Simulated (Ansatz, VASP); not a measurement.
**Nb in VASP and in Ansatz**

Contents of INCAR:

```
SYSTEM = Nb
PREC     = Accurate       ! precision mode
ENCUT    = 600            ! plane-wave cutoff, eV
EDIFF    = 1E-6           ! SCF threshold, eV
ISMEAR   = -1             ! smearing method
SIGMA    = 0.1            ! smearing width, eV
LREAL    = .False.        ! projectors in reciprocal space
LASPH    = .True.         ! aspherical terms in the spheres
NELM     = 60             ! most SCF steps
ALGO     = Normal         ! electronic algorithm
ISIF     = 3              ! what is computed and relaxed
LWAVE    = .False.        ! write WAVECAR
LCHARG   = .False.        ! write CHGCAR
GGA      = PE             ! functional
IBRION   = 2              ! ionic algorithm
NSW      = 80             ! ionic steps
EDIFFG   = -0.01          ! ionic threshold
```

Contents of KPOINTS:

```
Automatic mesh
0
Gamma
  12 12 4
  0 0 0
```

POSCAR

```
Nb
1.0
    2.9403180252      0.0000000000      0.0000000000
   -1.4701590126      2.5463901050      0.0000000000
    0.0000000000      0.0000000000      9.6030786702
Nb
4
Direct
    0.0000000000      0.0000000000      0.0000000000
    0.0000000000      0.0000000000      0.5000000000
    0.3333333333      0.6666666667      0.2500000000
    0.6666666667      0.3333333333      0.7500000000
```

Input for Ansatz:

```yaml
crystal:
  lattice:
    - [2.9403180252, 0.0, 0.0]
    - [-1.4701590126, 2.546390105, 0.0]
    - [0.0, 0.0, 9.6030786702]
  atoms:
    - { symbol: Nb, position: [0.0, 0.0, 0.0] }
    - { symbol: Nb, position: [0.0, 0.0, 0.5] }
    - { symbol: Nb, position: [0.3333333333, 0.6666666667, 0.25] }
    - { symbol: Nb, position: [0.6666666667, 0.3333333333, 0.75] }
hamiltonian:
  xc: pbe
  pseudopotentials:
    kind: paw
    azcp:
      Nb: "pseudopotentials/Nb.paw.azcp"
basis:
  ecutwfc: 420
  fft_grid_basis: typed
kpoints:
  mp_grid: { grid: [12, 12, 4], shift: [0, 0, 0] }
magnetization:
  spin_polarized: false
scf:
  occupations: { method: fermi_dirac, width: 0.1 }
relax:
  max_steps: 60
  f_tol: 0.01
  cell: {}
```

Alike in both runs: task relaxation of cell and atoms; functional PBE; k mesh 12 × 12 × 4; occupations fermi-dirac, width 0.1 eV; no spin polarisation.

|  | VASP | Ansatz |
| --- | --- | --- |
| version | VASP 6.6.1 | Ansatz 0.2.0 |
| potentials or method | VASP PAW PBE potentials, release 64 (Nb_sv), cutoff 600 eV | plane waves (420 eV) with PAW, scalar-relativistic |
| valence electrons in the cell | 52 | 52 |

Ansatz gave:

| Property | Result |
| --- | --- |
| relaxed volume (Å³/atom) | 18.69 |
| relaxed length of the cell vector where the two differ most in proportion (Å) | 10.509 |

Problem. What did VASP give for the same quantities?

Solution. Relaxed volume (Å³/atom): 18.66; relaxed length of the cell vector where the two differ most in proportion (Å): 10.498.
